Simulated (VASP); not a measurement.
Wanted: the native input for a VASP 6.6.1 run.

| Item | Value |
| --- | --- |
| Task | single point |
| Functional | PBE |
| Potentials or basis | VASP PAW PBE potentials, release 64 (Nb_sv, N) |
| Cutoff | 520 eV |
| k mesh | 8 × 8 × 1 |
| Occupations | gaussian, width 0.1 eV |
| Spin | collinear spin, ferromagnetic start |
| Starting moments | [0.0, 0.0, 0.0, 0.0, 3.0] μB |
| Dipole correction | yes |
| Further INCAR settings | ALGO = Normal; EDIFF = 1e-06; NBANDS = 40 |

The structure of Nb4N lies in POSCAR:

```
Nb4N
1.0
    3.3111160015      0.0000000000      0.0000000000
    0.0000000000      3.3111160015      0.0000000000
    0.0000000000      0.0000000000     21.7993006655
Nb N
4 1
Direct
    0.5000000000      0.5000000000      0.1834921249
    0.0000000000      0.0000000000      0.2594375887
    0.5000000000      0.5000000000      0.3336918596
    0.0000000000      0.0000000000      0.4036505941
    0.1250000000      0.1250000000      0.5187919025
```

These files were run (other wordings do the same):

INCAR

```
SYSTEM = Nb4N
ALGO     = Normal         ! electronic algorithm
DIPOL    = 0.5 0.5 0.340
EDIFF    = 1E-6           ! SCF threshold, eV
ENCUT    = 520            ! plane-wave cutoff, eV
GGA      = PE             ! functional
IDIPOL   = 3            
ISIF     = 2              ! what is computed and relaxed
ISMEAR   = 0              ! smearing method
ISPIN    = 2              ! spin polarisation
LASPH    = .TRUE.         ! aspherical terms in the spheres
LCHARG   = .TRUE.         ! write CHGCAR
LDIPOL   = .TRUE.       
LELF     = .TRUE.         ! ELF
LMAXMIX  = 4              ! l up to which the mixer works
LORBIT   = 11             ! projections on sites
LREAL    = .FALSE.        ! projectors in reciprocal space
LVACPOTAV= .TRUE.       
LVHAR    = .TRUE.       
LWAVE    = .FALSE.        ! write WAVECAR
MAGMOM   = 0 0 0 0 3      ! initial moments
NBANDS   = 40             ! bands
NELM     = 150            ! most SCF steps
PREC     = Accurate       ! precision mode
SIGMA    = 0.1            ! smearing width, eV
```

KPOINTS

```
k-points
0
G
  8 8 1
  0 0 0
```

Potentials or basis: VASP PAW PBE potentials, release 64 (Nb_sv, N).

The run is started by

```sh
$ cat potpaw_PBE.64/Nb_sv/POTCAR potpaw_PBE.64/N/POTCAR > POTCAR
$ mpirun -np 1 vasp_std > vasp.out
```

Results of the run:

```
Largest force                                         : 2.534 eV/Å
Net moment                                            : 1.49 μB per cell
Site moments                                          : Nb -0.34, +0.03, +0.08, -0.33; N +1.51 μB
Valence electrons inside the program's atomic spheres : Nb 10.59, 10.70, 10.77, 10.58; N 3.30
```

Wall time 14 min on 1 thread of Intel(R) Xeon(R) Platinum 8488C (Sapphire Rapids), with other jobs on the host, peak memory 0.61 GiB.
